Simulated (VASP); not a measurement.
# Pt (Cmcm) in VASP: further runs

Pt is run at these levels: PBEsol; tasks: single point.

Program: VASP 6.6.1. These are calculated values, not measurements. Logs are shortened: lines on timing, memory, paths and dates and some standing lists are left out, and cuts for length are marked.

### 1 The cell of the first run

Symmetry: Cmcm, No. 63, orthorhombic system. The conventional cell has a = 3.071 Å, b = 4.782 Å, c = 4.792 Å, α = 90.00°, β = 90.00°, γ = 90.00°. Pt (site symmetry m2m) has 12 Pt at 2.84 to 3.07 Å within 3.7 Å.

### 2 Single point, PBEsol (strain +0.1125 x Voigt [1, 0, 0, 0, 0, 0])

Input file INCAR:

```
SYSTEM = Pt
PREC = Accurate
ENCUT = 520
EDIFF = 1E-6
ISMEAR = 0
SIGMA = 0.15
LREAL = .FALSE.
LASPH = .TRUE.
NELM = 80
ALGO = Fast
ISIF = 2
LWAVE = .FALSE.
LCHARG = .FALSE.
GGA = PS
NBANDS = 17
```

Input file KPOINTS:

```
regular mesh
0
G
  18 18 10
  0 0 0
```

Input file POSCAR:

```
Pt
1.0
    3.0712404976      0.0000000000      0.0000000000
   -1.5356202488      2.3908065546      0.0000000000
    0.0000000000      0.0000000000      4.7921340000
Pt
2
Direct
    0.6666666667      0.3333333333      0.7500000000
    0.3333333333      0.6666666667      0.2500000000
```

Potentials or basis: VASP PAW PBE potentials, release 64 (Pt).

Run with:

```
$ cat potpaw_PBE.64/Pt/POTCAR > POTCAR
$ mpirun -np 1 vasp_std > vasp.out
```

OUTCAR:

```text
SYSTEM = Pt
   PREC = Accurate
   ENCUT = 520
   EDIFF = 1E-6
   ISMEAR = 0
   LREAL = .FALSE.
   LASPH = .TRUE.
   NELM = 80
   ISIF = 2
   GGA = PS

 ion  position               nearest neighbor table
   1  0.667  0.333  0.750-   2 2.88   2 2.88   2 2.96   2 2.96   2 2.96   2 2.96
   2  0.333  0.667  0.250-   1 2.88   1 2.88   1 2.96   1 2.96   1 2.96   1 2.96

  Warning from LATTYP: Monoclinic adjustment (A1->A3, A2->A1, A3->A2)!
  LATTYP: Found a base centered orthorhombic cell.
 ALAT       =     3.0712404976
 B/A-ratio  =     1.5568996023
 C/A-ratio  =     1.5603252183

  Lattice vectors:

 A1 = (   1.5356202488,  -2.3908065546,   0.0000000000)
 A2 = (   1.5356202488,   2.3908065546,   0.0000000000)
 A3 = (   0.0000000000,   0.0000000000,   4.7921340000)

Analysis of symmetry for initial positions (statically):
=====================================================================
 Subroutine PRICEL returns:
 Original cell was already a primitive cell.

 Routine SETGRP: Setting up the symmetry group for a
 base centered orthorhombic supercell.

 Subroutine GETGRP returns: Found  8 space group operations
 (whereof  4 operations were pure point group operations)
 out of a pool of  8 trial point group operations.

The static configuration has the point symmetry C_2h.
 The point group associated with its full space group is D_2h.

Analysis of symmetry for dynamics (positions and initial velocities):
=====================================================================
 Subroutine PRICEL returns:
 Original cell was already a primitive cell.

 Routine SETGRP: Setting up the symmetry group for a
 base centered orthorhombic supercell.

 Subroutine GETGRP returns: Found  8 space group operations
 (whereof  4 operations were pure point group operations)
 out of a pool of  8 trial point group operations.

The dynamic configuration has the point symmetry C_2h.
 The point group associated with its full space group is D_2h.

 Subroutine INISYM returns: Found  8 space group operations
 (whereof  4 operations are pure point group operations),
 and found     1 'primitive' translations

----------------------------------------------------------------------------------------

                                     Primitive cell

  volume of cell :      35.1874

  direct lattice vectors                    reciprocal lattice vectors
     3.071240498  0.000000000  0.000000000     0.325601333  0.209134444  0.000000000
    -1.535620249  2.390806555  0.000000000     0.000000000  0.418268888  0.000000000
     0.000000000  0.000000000  4.792134000     0.000000000  0.000000000  0.208675300

  length of vectors
     3.071240498  2.841493539  4.792134000     0.386979901  0.418268888  0.208675300

  position of ions in fractional coordinates (direct lattice)
     0.666666667  0.333333333  0.750000000
     0.333333333  0.666666667  0.250000000

  ion indices of the primitive-cell ions
   primitive index   ion index
                 1           1
                 2           2

----------------------------------------------------------------------------------------

 KPOINTS: regular mesh

Automatic generation of k-mesh.
 Grid dimensions read from file:
 generate k-points for:   18   18   10

 Generating k-lattice:

  Cartesian coordinates                     Fractional coordinates (reciprocal lattice)
     0.018088963  0.011618580  0.000000000     0.055555556 -0.000000000  0.000000000
     0.000000000  0.023237160  0.000000000     0.000000000  0.055555556  0.000000000
     0.000000000  0.000000000  0.020867530     0.000000000  0.000000000  0.100000000

  Length of vectors
     0.021498883  0.023237160  0.020867530

  Shift w.r.t. Gamma in fractional coordinates (k-lattice)
     0.000000000  0.000000000  0.000000000

 Subroutine IBZKPT returns following result:
 ===========================================

 Found    546 irreducible k-points:

 Following reciprocal coordinates:
            Coordinates               Weight
  0.000000  0.000000  0.000000      1.000000
  0.055556 -0.000000  0.000000      4.000000
  0.111111 -0.000000  0.000000      4.000000
  0.166667  0.000000  0.000000      4.000000
  0.222222 -0.000000  0.000000      4.000000
  0.277778 -0.000000  0.000000      4.000000
[... 16 lines left out ...]
 -0.333333  0.055556  0.000000      4.000000
 -0.277778  0.055556  0.000000      4.000000
 [... further k-points ...]
   k-points           NKPTS =    546   k-points in BZ     NKDIM =    546   number of bands    NBANDS=     17
   number of dos      NEDOS =    301   number of ions     NIONS =      2
   total plane-waves  NPLWV =  20736
   dimension x,y,z NGX =    24 NGY =   24 NGZ =   36
   dimension x,y,z NGXF=    48 NGYF=   48 NGZF=   72
   ions per type =               2
   NGX,Y,Z   is equivalent  to a cutoff of  12.99, 14.04, 12.49 a.u.
   NGXF,Y,Z  is equivalent  to a cutoff of  25.98, 28.08, 24.98 a.u.
 SYSTEM =  Pt
   PREC   = accura    normal or accurate (medium, high low for compatibility)
   ISTART =      0    job   : 0-new  1-cont  2-samecut
   ICHARG =      2    charge: 1-file 2-atom 10-const
   ISPIN  =      1    spin polarized calculation?
   LNONCOLLINEAR =      F non collinear calculations
   LSORBIT =      F    spin-orbit coupling
   LASPH  =      T    aspherical Exc in radial PAW
   ENCUT  =  520.0 eV  38.22 Ry    6.18 a.u.   5.71  5.28  8.91*2*pi/ulx,y,z
   NELM   =     80;   NELMIN=  2; NELMDL= -5     # of ELM steps
   EDIFF  = 0.1E-05   stopping-criterion for ELM
   LREAL  =      F    real-space projection
   EDIFFG = 0.1E-04   stopping-criterion for IOM
   NSW    =      0    number of steps for IOM
   IBRION =     -1    ionic relax: 0-MD 1-quasi-New 2-CG
   NFREE  =      0    steps in history (QN), initial steepest desc. (CG)
   ISIF   =      2    stress and relaxation
   ISYM   =      2    0-nonsym 1-usesym 2-fastsym
   POTIM  = 0.5000    time-step for ionic-motion
   TEBEG  =    0.0;   TEEND  =   0.0 temperature during run
   PSTRESS=    0.0 pullay stress
   NELECT =      20.0000    total number of electrons
   NUPDOWN=      -1.0000    fix difference up-down
   EMIN   =  10.00;   EMAX   =-10.00  energy-range for DOS
   EFERMI =   0.00;   METHOD = LEGACY
   ISMEAR =     0;   SIGMA  =   0.15  broadening in eV -4-tet -1-fermi 0-gaus
   EFERMI_NEDOS =   21; number of points for ismear=-14 and -15
   IALGO  =     68    algorithm
   IMIX   =      4    mixing-type and parameters
     AMIX     =   0.40;   BMIX     =  1.00
     AMIX_MAG =   1.60;   BMIX_MAG =  1.00
  volume/ion in A,a.u.               =      17.59       118.73
  Fermi-wavevector in a.u.,A,eV,Ry     =   1.356092  2.562642 25.020910  1.838985
  Thomas-Fermi vector in A             =   2.483124
   LORBIT       =      0    0 simple, 1 ext, 2 COOP (PROOUT), +10 PAW based schemes
   GGA     = PS    functional components
   LHFCALC =     F    Hartree Fock is set to
   AEXX    =    0.0000 exact exchange contribution
   IVDW    =     0    specifies the selected vdW correction
   LEPSILON=     F    determine dielectric tensor
   LRPA    =     F    only Hartree local field effects (RPA)
 non-spin polarized calculation
 RMM-DIIS sequential band-by-band and
 Gauss-broadening in eV      SIGMA  =   0.15
  energy-cutoff  :      520.00
  volume of cell :       35.19
 maximum number of plane-waves:       964
   NGX = 11   NGY = 11   NGZ = 17

 number of electron      20.0000003 magnetization

 Free energy of the ion-electron system (eV)
  ---------------------------------------------------
  ext. energy  EPLUGINS =         0.00000000
  ---------------------------------------------------
  free energy    TOTEN  =       -13.25410047 eV

  energy without entropy =      -13.20030642  energy(sigma->0) =      -13.22720344

 E-fermi :   8.3418     XC(G=0): -12.7230

 val. band max:        8.3413692878   @ k =   0.0000   0.5000   0.0000
 cond. band min:       8.3418426674   @ k =   0.5000   0.0556   0.0000
 fundamental gap:      0.0004733796
 Fermi energy:         8.3418219449

 k-point     1 :       0.0000    0.0000    0.0000
  band No.  band energies     occupation
      1      -0.3016      2.00000
      2       2.4376      2.00000
      3       4.8006      2.00000
      4       5.2342      2.00000
      5       5.3225      2.00000
      6       6.3120      2.00000
[... 9 lines left out ...]
     16      25.5241      0.00000
     17      26.3316      0.00000

 k-point     2 :       0.0556   -0.0000    0.0000
  band No.  band energies     occupation
      1      -0.2107      2.00000
      2       2.5140      2.00000
      3       4.7760      2.00000
      4       5.2382      2.00000
      5       5.3840      2.00000
      6       6.3363      2.00000
[... 9 lines left out ...]
     16      25.2104      0.00000
     17      26.2472      0.00000

 k-point     3 :       0.1111   -0.0000    0.0000
  band No.  band energies     occupation
      1       0.0559      2.00000
      2       2.7266      2.00000
      3       4.7155      2.00000
      4       5.2287      2.00000
      5       5.5724      2.00000
      6       6.1297      2.00000
[... 9 lines left out ...]
     16      25.2874      0.00000
     17      26.4654      0.00000

 k-point     4 :       0.1667    0.0000    0.0000
  band No.  band energies     occupation
      1       0.4796      2.00000
      2       3.0153      2.00000
      3       4.6628      2.00000
      4       5.1944      2.00000
      5       5.5955      2.00000
      6       5.8770      2.00000
[... 9 lines left out ...]
     16      25.5932      0.00000
     17      25.9808      0.00000

 k-point     5 :       0.2222   -0.0000    0.0000
  band No.  band energies     occupation
      1       1.0234      2.00000
      2       3.2532      2.00000
      3       4.7124      2.00000
      4       5.0308      2.00000
      5       5.1550      2.00000
      6       6.0886      2.00000
[... 9 lines left out ...]
     16      24.7988      0.00000
     17      25.6064      0.00000

 k-point     6 :       0.2778   -0.0000    0.0000
  band No.  band energies     occupation
      1       1.6223      2.00000
      2       3.3166      2.00000
      3       4.5367      2.00000
      4       4.9097      2.00000
      5       5.1988      2.00000
      6       5.8685      2.00000
[... 9 lines left out ...]
     16      23.8183      0.00000
     17      23.9790      0.00000

 k-point     7 :       0.3333    0.0000    0.0000
  band No.  band energies     occupation
      1       2.1761      2.00000
      2       3.2441      2.00000
      3       4.1400      2.00000
      4       5.1066      2.00000
      5       5.4514      2.00000
      6       5.6715      2.00000
[... 9 lines left out ...]
     16      22.1565      0.00000
     17      22.8954      0.00000

 k-point     8 :       0.3889   -0.0000    0.0000
  band No.  band energies     occupation
      1       2.5793      2.00000
      2       3.1341      2.00000
      3       3.8513      2.00000
      4       5.3568      2.00000
      5       5.5176      2.00000
      6       5.7470      2.00000
[... 9 lines left out ...]
     16      21.0781      0.00000
     17      22.0493      0.00000
[... 203 lines left out ...]
      1       2.9509      2.00000
      2       3.0731      2.00000
      3       3.6351      2.00000
      4       5.3522      2.00000
      5       5.7529      2.00000
      6       5.8714      2.00000
[... 9 lines left out ...]
     16      20.1271      0.00000
     17      21.1653      0.00000

 k-point    20 :       0.5000    0.0556    0.0000
  band No.  band energies     occupation
      1       2.9175      2.00000
      2       3.0845      2.00000
      3       3.6503      2.00000
      4       5.4057      2.00000
      5       5.7479      2.00000
      6       5.9007      2.00000
[... 9 lines left out ...]
     16      20.1359      0.00000
     17      21.2462      0.00000

 k-point    21 :      -0.4444    0.0556    0.0000
  band No.  band energies     occupation
      1       2.7528      2.00000
      2       3.1564      2.00000
      3       3.7801      2.00000
      4       5.4852      2.00000
      5       5.5224      2.00000
      6       5.8205      2.00000
[... 9 lines left out ...]
     16      20.6280      0.00000
     17      21.8288      0.00000

 k-point    22 :      -0.3889    0.0556    0.0000
  band No.  band energies     occupation
      1       2.4294      2.00000
      2       3.2563      2.00000
      3       4.0216      2.00000
      4       5.1756      2.00000
      5       5.5769      2.00000
      6       5.6921      2.00000
[... 9 lines left out ...]
     16      21.7298      0.00000
     17      22.6410      0.00000

 k-point    23 :      -0.3333    0.0556    0.0000
  band No.  band energies     occupation
      1       1.9309      2.00000
      2       3.3525      2.00000
      3       4.3700      2.00000
      4       4.9012      2.00000
      5       5.2968      2.00000
      6       5.8894      2.00000
[... 9 lines left out ...]
     16      23.3644      0.00000
     17      23.5204      0.00000

 k-point    24 :      -0.2778    0.0556    0.0000
  band No.  band energies     occupation
      1       1.3376      2.00000
      2       3.3627      2.00000
      3       4.6396      2.00000
      4       4.8167      2.00000
      5       5.1562      2.00000
      6       6.0378      2.00000
[... 9 lines left out ...]
     16      24.4220      0.00000
     17      25.0550      0.00000

 [... further k-points ...]

------------------------ aborting loop because EDIFF is reached ----------------------------------------

  FORCE on cell =-STRESS in cart. coord.  units (eV):
  Direction    XX          YY          ZZ          XY          YZ          ZX
  --------------------------------------------------------------------------------------
  -------------------------------------------------------------------------------------
  Total       -6.4595768     -5.8247764     -5.7920320      0.0000000      0.0000000      0.0000000
  in kB     -294.1219443   -265.2177710   -263.7268313      0.0000000      0.0000000      0.0000000
  external PRESSURE =    -274.3555156 kB  Pullay stress =       0.0000000 kB

 VOLUME and BASIS-vectors are now :
 -----------------------------------------------------------------------------
  energy-cutoff  :      520.00
  volume of cell :       35.19
      direct lattice vectors                 reciprocal lattice vectors
     3.071240498  0.000000000  0.000000000     0.325601333  0.209134444  0.000000000
    -1.535620249  2.390806555  0.000000000     0.000000000  0.418268888  0.000000000
     0.000000000  0.000000000  4.792134000     0.000000000  0.000000000  0.208675300

 POSITION                                       TOTAL-FORCE (eV/Angst)
 -----------------------------------------------------------------------------------
      1.53562      0.79694      3.59410         0.000000      0.049864     -0.000000
     -0.00000      1.59387      1.19803         0.000000     -0.049864      0.000000
 -----------------------------------------------------------------------------------
    total drift:                               -0.000000      0.000000     -0.000000

  FREE ENERGIE OF THE ION-ELECTRON SYSTEM (eV)
  ---------------------------------------------------
  free  energy   TOTEN  =       -13.2541004653 eV

  energy  without entropy=      -13.2003064247  energy(sigma->0) =      -13.22720344
```

Wall time 2.1 min (1 thread of AMD EPYC 9R45 (Zen 5), shared host); peak memory 0.34 GiB.

What came out:

| Quantity | Value |
| --- | --- |
| Free energy | -13.2541 eV |
| Pressure | -27.4 GPa |
| Largest force | 0.050 eV/Å |
| Band gap on the k mesh | zero (bands 10 and 11 overlap by 1.17 eV) |

Forces in eV/Å, atoms in the order of the input:
```
Pt   0.000  0.050  0.000
Pt   0.000 -0.050  0.000
```

Caveat: the cell differs from its parent crystal (strain +0.1125 x Voigt [1, 0, 0, 0, 0, 0]); the cell stands under tension; the PAW data sets were made with another functional, which shifts forces and pressure a little; spin-orbit coupling is left out, which moves the levels of the heavy elements.

[end of part 1 of 2]
